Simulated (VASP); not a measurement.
# CuO (C2/c) in VASP: single point with PBE

Aim: the single point of CuO with PBE.

Everything below comes from runs of VASP 6.6.1. Logs are shortened: lines on timing, memory, paths and dates and some standing lists are left out, and cuts for length are marked.

### 1 The cell of the first run

The typed cell holds 4 atoms: a = 2.948 Å, b = 2.948 Å, c = 5.152 Å, α = 90.01°, β = 90.01°, γ = 89.85°.

### 2 Single point, PBE

Contents of INCAR:

```
PREC     = Accurate       # precision mode
ENCUT    = 520            # plane-wave cutoff, eV
EDIFF    = 1E-7           # SCF threshold, eV
ISMEAR   = 0              # smearing method
SIGMA    = 0.05           # smearing width, eV
LREAL    = F              # projectors in reciprocal space
LASPH    = T              # aspherical terms in the spheres
NELM     = 60             # most SCF steps
ALGO     = Normal         # electronic algorithm
ISIF     = 2              # what is computed and relaxed
LWAVE    = F              # write WAVECAR
LCHARG   = T              # write CHGCAR
GGA      = PE             # functional
LELF     = T              # ELF
LVHAR    = T            
NBANDS   = 25             # bands
```

Contents of KPOINTS:

```
regular mesh
0
Gamma
  12 12 8
```

Contents of POSCAR:

```
CuO
1.0
    2.0811537784     -2.0820804211      0.1647375781
    2.0811537784      2.0820804211      0.1647375781
   -0.4083622930      0.0000000000      5.1355966224
Cu O
2 2
Direct
   -0.0057500000      0.4942500000      0.0018500000
    0.4942500000     -0.0057500000      0.5018500000
    0.4943161646      0.4941838353      0.2518500000
    0.4941838353      0.4943161646      0.7518500000
```

Potentials or basis: VASP PAW PBE potentials, release 64 (Cu, O).

The run is started by

```sh
> cat potpaw_PBE.64/Cu/POTCAR potpaw_PBE.64/O/POTCAR > POTCAR
> mpirun -np 1 vasp_std > vasp.out
```

OUTCAR:

```text
PREC = Accurate
   ENCUT = 520
   EDIFF = 1E-7
   ISMEAR = 0
   LREAL = F
   LASPH = T
   NELM = 60
   ISIF = 2
   GGA = PE

 ion  position               nearest neighbor table
   1  0.994  0.494  0.002-   3 1.96   4 1.96   4 1.96   3 1.96
   2  0.494  0.994  0.502-   4 1.96   3 1.96   3 1.96   4 1.96
   3  0.494  0.494  0.252-   1 1.96   2 1.96   2 1.96   1 1.96
   4  0.494  0.494  0.752-   2 1.96   1 1.96   1 1.96   2 1.96

  LATTYP: Found a base centered monoclinic cell.
 ALAT       =     4.1753273017
 B/A-ratio  =     0.9973256086
 C/A-ratio  =     1.2338689504
 COS(beta)  =    -0.0003569404

  Lattice vectors:

 A1 = (   2.0811537784,  -2.0820804211,   0.1647375781)
 A2 = (   2.0811537784,   2.0820804211,   0.1647375781)
 A3 = (  -0.4083622930,   0.0000000000,   5.1355966224)

Analysis of symmetry for initial positions (statically):
=====================================================================
 Subroutine PRICEL returns:
 Original cell was already a primitive cell.

 Routine SETGRP: Setting up the symmetry group for a
 base centered monoclinic supercell.

 Subroutine GETGRP returns: Found  4 space group operations
 (whereof  1 operations were pure point group operations)
 out of a pool of  4 trial point group operations.

The static configuration has the point symmetry C_1 .
 The point group associated with its full space group is C_2h.

Analysis of symmetry for dynamics (positions and initial velocities):
=====================================================================
 Subroutine PRICEL returns:
 Original cell was already a primitive cell.

 Routine SETGRP: Setting up the symmetry group for a
 base centered monoclinic supercell.

 Subroutine GETGRP returns: Found  4 space group operations
 (whereof  1 operations were pure point group operations)
 out of a pool of  4 trial point group operations.

The dynamic configuration has the point symmetry C_1 .
 The point group associated with its full space group is C_2h.

 Subroutine INISYM returns: Found  4 space group operations
 (whereof  1 operations are pure point group operations),
 and found     1 'primitive' translations

----------------------------------------------------------------------------------------

                                     Primitive cell

  volume of cell :      44.7865

  direct lattice vectors                    reciprocal lattice vectors
     2.081153778 -2.082080421  0.164737578     0.238748607 -0.240144422  0.018984343
     2.081153778  2.082080421  0.164737578     0.238748607  0.240144422  0.018984343
    -0.408362293  0.000000000  5.135596622    -0.015316961  0.000000000  0.193501399

  length of vectors
     2.948456952  2.948456952  5.151806715     0.339161681  0.339161681  0.194106673

  position of ions in fractional coordinates (direct lattice)
     0.994250000  0.494250000  0.001850000
     0.494250000  0.994250000  0.501850000
     0.494316165  0.494183835  0.251850000
     0.494183835  0.494316165  0.751850000

  ion indices of the primitive-cell ions
   primitive index   ion index
                 1           1
                 2           2
                 3           3
                 4           4

----------------------------------------------------------------------------------------

 KPOINTS: regular mesh

Automatic generation of k-mesh.
 Grid dimensions read from file:
 generate k-points for:   12   12    8

 Generating k-lattice:

  Cartesian coordinates                     Fractional coordinates (reciprocal lattice)
     0.019895717 -0.020012035  0.001582029     0.083333333  0.000000000  0.000000000
     0.019895717  0.020012035  0.001582029     0.000000000  0.083333333  0.000000000
    -0.001914620  0.000000000  0.024187675     0.000000000  0.000000000  0.125000000

  Length of vectors
     0.028263473  0.028263473  0.024263334

  Shift w.r.t. Gamma in fractional coordinates (k-lattice)
     0.000000000  0.000000000  0.000000000

 Subroutine IBZKPT returns following result:
 ===========================================

 Found    320 irreducible k-points:

 Following reciprocal coordinates:
            Coordinates               Weight
  0.000000  0.000000  0.000000      1.000000
  0.083333  0.000000 -0.000000      4.000000
  0.166667  0.000000  0.000000      4.000000
  0.250000  0.000000  0.000000      4.000000
  0.333333  0.000000 -0.000000      4.000000
  0.416667  0.000000 -0.000000      4.000000
[... 16 lines left out ...]
  0.500000  0.166667  0.000000      4.000000
 -0.416667  0.166667  0.000000      4.000000
 [... further k-points ...]
   k-points           NKPTS =    320   k-points in BZ     NKDIM =    320   number of bands    NBANDS=     25
   number of dos      NEDOS =    301   number of ions     NIONS =      4
   total plane-waves  NPLWV =  23040
   dimension x,y,z NGX =    24 NGY =   24 NGZ =   40
   dimension x,y,z NGXF=    48 NGYF=   48 NGZF=   80
   ions per type =               2   2
   NGX,Y,Z   is equivalent  to a cutoff of  13.53, 13.53, 12.91 a.u.
   NGXF,Y,Z  is equivalent  to a cutoff of  27.06, 27.06, 25.82 a.u.
 SYSTEM =  unknown system
   PREC   = accura    normal or accurate (medium, high low for compatibility)
   ISTART =      0    job   : 0-new  1-cont  2-samecut
   ICHARG =      2    charge: 1-file 2-atom 10-const
   ISPIN  =      1    spin polarized calculation?
   LNONCOLLINEAR =      F non collinear calculations
   LSORBIT =      F    spin-orbit coupling
   LASPH  =      T    aspherical Exc in radial PAW
   ENCUT  =  520.0 eV  38.22 Ry    6.18 a.u.   5.48  5.48  9.58*2*pi/ulx,y,z
   NELM   =     60;   NELMIN=  2; NELMDL= -5     # of ELM steps
   EDIFF  = 0.1E-06   stopping-criterion for ELM
   LREAL  =      F    real-space projection
   EDIFFG = 0.1E-05   stopping-criterion for IOM
   NSW    =      0    number of steps for IOM
   IBRION =     -1    ionic relax: 0-MD 1-quasi-New 2-CG
   NFREE  =      0    steps in history (QN), initial steepest desc. (CG)
   ISIF   =      2    stress and relaxation
   ISYM   =      2    0-nonsym 1-usesym 2-fastsym
   POTIM  = 0.5000    time-step for ionic-motion
   TEBEG  =    0.0;   TEEND  =   0.0 temperature during run
   PSTRESS=    0.0 pullay stress
   NELECT =      34.0000    total number of electrons
   NUPDOWN=      -1.0000    fix difference up-down
   EMIN   =  10.00;   EMAX   =-10.00  energy-range for DOS
   EFERMI =   0.00;   METHOD = LEGACY
   ISMEAR =     0;   SIGMA  =   0.05  broadening in eV -4-tet -1-fermi 0-gaus
   EFERMI_NEDOS =   21; number of points for ismear=-14 and -15
   IALGO  =     38    algorithm
   IMIX   =      4    mixing-type and parameters
     AMIX     =   0.40;   BMIX     =  1.00
     AMIX_MAG =   1.60;   BMIX_MAG =  1.00
  volume/ion in A,a.u.               =      11.20        75.56
  Fermi-wavevector in a.u.,A,eV,Ry     =   1.493431  2.822176 30.345583  2.230337
  Thomas-Fermi vector in A             =   2.605833
   LORBIT       =      0    0 simple, 1 ext, 2 COOP (PROOUT), +10 PAW based schemes
   GGA     = PE    functional components
   LHFCALC =     F    Hartree Fock is set to
   AEXX    =    0.0000 exact exchange contribution
   IVDW    =     0    specifies the selected vdW correction
   LEPSILON=     F    determine dielectric tensor
   LRPA    =     F    only Hartree local field effects (RPA)
 non-spin polarized calculation
 Gauss-broadening in eV      SIGMA  =   0.05
  energy-cutoff  :      520.00
  volume of cell :       44.79
 maximum number of plane-waves:      1236
 NGX is ok and might be reduce to    24
   NGX = 11   NGY = 11   NGZ = 19

 number of electron      33.9999993 magnetization

 Free energy of the ion-electron system (eV)
  ---------------------------------------------------
  ext. energy  EPLUGINS =         0.00000000
  ---------------------------------------------------
  free energy    TOTEN  =       -19.73047119 eV

  energy without entropy =      -19.72659317  energy(sigma->0) =      -19.72853218

 E-fermi :   4.7699     XC(G=0): -11.2575

 val. band max:        4.7680268655   @ k =   0.3333   0.0833   0.0000
 cond. band min:       4.7710497186   @ k =   0.4167   0.2500   0.3750
 fundamental gap:      0.0030228532
 Fermi energy:         4.7699409269

 k-point     1 :       0.0000    0.0000    0.0000
  band No.  band energies     occupation
      1     -14.9477      2.00000
      2     -13.6549      2.00000
      3      -3.2345      2.00000
      4      -0.6004      2.00000
      5      -0.5950      2.00000
      6       1.0880      2.00000
[... 17 lines left out ...]
     24      19.1824      0.00000
     25      19.4846      0.00000

 k-point     2 :       0.0833    0.0000   -0.0000
  band No.  band energies     occupation
      1     -14.9125      2.00000
      2     -13.6441      2.00000
      3      -3.1716      2.00000
      4      -0.6300      2.00000
      5      -0.5795      2.00000
      6       0.6762      2.00000
[... 17 lines left out ...]
     24      19.2932      0.00000
     25      19.5255      0.00000

 k-point     3 :       0.1667    0.0000    0.0000
  band No.  band energies     occupation
      1     -14.8138      2.00000
      2     -13.6148      2.00000
      3      -2.9944      2.00000
      4      -0.7024      2.00000
      5      -0.5295      2.00000
      6      -0.0957      2.00000
[... 17 lines left out ...]
     24      19.5364      0.00000
     25      19.5479      0.00000

 k-point     4 :       0.2500    0.0000    0.0000
  band No.  band energies     occupation
      1     -14.6738      2.00000
      2     -13.5743      2.00000
      3      -2.7391      2.00000
      4      -0.9042      2.00000
      5      -0.7645      2.00000
      6      -0.4593      2.00000
[... 17 lines left out ...]
     24      19.2606      0.00000
     25      19.6472      0.00000

 k-point     5 :       0.3333    0.0000   -0.0000
  band No.  band energies     occupation
      1     -14.5270      2.00000
      2     -13.5336      2.00000
      3      -2.4665      2.00000
      4      -1.5914      2.00000
      5      -0.7769      2.00000
      6      -0.3868      2.00000
[... 17 lines left out ...]
     24      18.5522      0.00000
     25      19.5189      0.00000

 k-point     6 :       0.4167    0.0000   -0.0000
  band No.  band energies     occupation
      1     -14.4149      2.00000
      2     -13.5035      2.00000
      3      -2.2576      2.00000
      4      -2.0462      2.00000
      5      -0.7389      2.00000
      6      -0.3321      2.00000
[... 17 lines left out ...]
     24      17.5518      0.00000
     25      19.3664      0.00000
[... 393 lines left out ...]
 k-point    21 :       0.3333    0.1667   -0.0000
  band No.  band energies     occupation
      1     -14.4033      2.00000
      2     -13.5024      2.00000
      3      -2.2162      2.00000
      4      -1.4951      2.00000
      5      -0.6846      2.00000
      6      -0.4425      2.00000
[... 17 lines left out ...]
     24      17.4547      0.00000
     25      19.2126      0.00000

 k-point    22 :       0.4167    0.1667   -0.0000
  band No.  band energies     occupation
      1     -14.2940      2.00000
      2     -13.4743      2.00000
      3      -2.0230      2.00000
      4      -1.9099      2.00000
      5      -0.5994      2.00000
      6      -0.4209      2.00000
[... 17 lines left out ...]
     24      17.7257      0.00000
     25      18.3288      0.00000

 k-point    23 :       0.5000    0.1667    0.0000
  band No.  band energies     occupation
      1     -14.2528      2.00000
      2     -13.4638      2.00000
      3      -2.1092      2.00000
      4      -1.8954      2.00000
      5      -0.5043      2.00000
      6      -0.4647      2.00000
[... 17 lines left out ...]
     24      17.8088      0.00000
     25      17.8231      0.00000

 k-point    24 :      -0.4167    0.1667    0.0000
  band No.  band energies     occupation
      1     -14.2936      2.00000
      2     -13.4741      2.00000
      3      -2.0231      2.00000
      4      -1.9105      2.00000
      5      -0.6035      2.00000
      6      -0.4183      2.00000
[... 17 lines left out ...]
     24      17.7076      0.00000
     25      18.3230      0.00000

 [... further k-points ...]
[... 5 lines left out ...]
  --------------------------------------------------------------------------------------
  -------------------------------------------------------------------------------------
  Total        0.1417121      0.1512979      0.2564464      0.0000000      0.0000000     -0.0069595
  in kB        5.0695559      5.4124738      9.1740189      0.0000000      0.0000000     -0.2489676
  external PRESSURE =       6.5520162 kB  Pullay stress =       0.0000000 kB

 VOLUME and BASIS-vectors are now :
 -----------------------------------------------------------------------------
  energy-cutoff  :      520.00
  volume of cell :       44.79
      direct lattice vectors                 reciprocal lattice vectors
     2.081153778 -2.082080421  0.164737578     0.238748607 -0.240144422  0.018984343
     2.081153778  2.082080421  0.164737578     0.238748607  0.240144422  0.018984343
    -0.408362293  0.000000000  5.135596622    -0.015316961  0.000000000  0.193501399

 POSITION                                       TOTAL-FORCE (eV/Angst)
 -----------------------------------------------------------------------------------
      3.09704     -1.04104      0.25471         0.000000      0.000000     -0.000000
      2.89286      1.04104      2.82251         0.000000      0.000000      0.000000
      1.95437     -0.00028      1.45624        -0.000000     -0.000604     -0.000000
      1.75019      0.00028      4.02404        -0.000000      0.000604     -0.000000
 -----------------------------------------------------------------------------------
    total drift:                                0.000328      0.000000     -0.000337

  FREE ENERGIE OF THE ION-ELECTRON SYSTEM (eV)
  ---------------------------------------------------
  free  energy   TOTEN  =       -19.7304711909 eV

  energy  without entropy=      -19.7265931672  energy(sigma->0) =      -19.72853218
```

Wall time 4.6 min (1 thread of AMD EPYC 7R43 (Zen 3), shared host); peak memory 0.35 GiB.

Results:

```
Free energy            : -19.7305 eV
Pressure               : 0.7 GPa
Band gap on the k mesh : zero (bands 17 and 18 overlap by 1.18 eV)
```

Stress tensor (GPa, compression positive):
```
 0.51  0.00 -0.02
 0.00  0.54  0.00
-0.02  0.00  0.92
```

Levels at points of the mesh, in eV from the Fermi level:
```
           k point  band 15  band 16  band 17  band 18  band 19  band 20
(0.00, 0.00, 0.00)    -2.27    -1.89     0.66     0.67     1.38     6.08
(0.50, 0.00, 0.00)    -1.57    -1.49     0.21     0.46     3.75     5.82
(0.50, 0.50, 0.00)    -1.61    -1.21    -1.20     1.11     2.16     7.20
(0.00, 0.00, 0.50)    -1.55    -1.55     0.11     0.11     3.45     3.45
(0.50, 0.00, 0.50)    -2.01    -1.82    -0.19     0.66     4.33     5.84
(0.50, 0.50, 0.50)    -1.42    -1.42    -0.52    -0.52     4.01     4.01
```

Caveat: semilocal functionals often make such compounds metallic where correlation or magnetic order opens a gap, which also shifts bond lengths. With open d or f shells a metallic result of PBE can be an artefact of self-interaction; +U or a hybrid may open a gap.
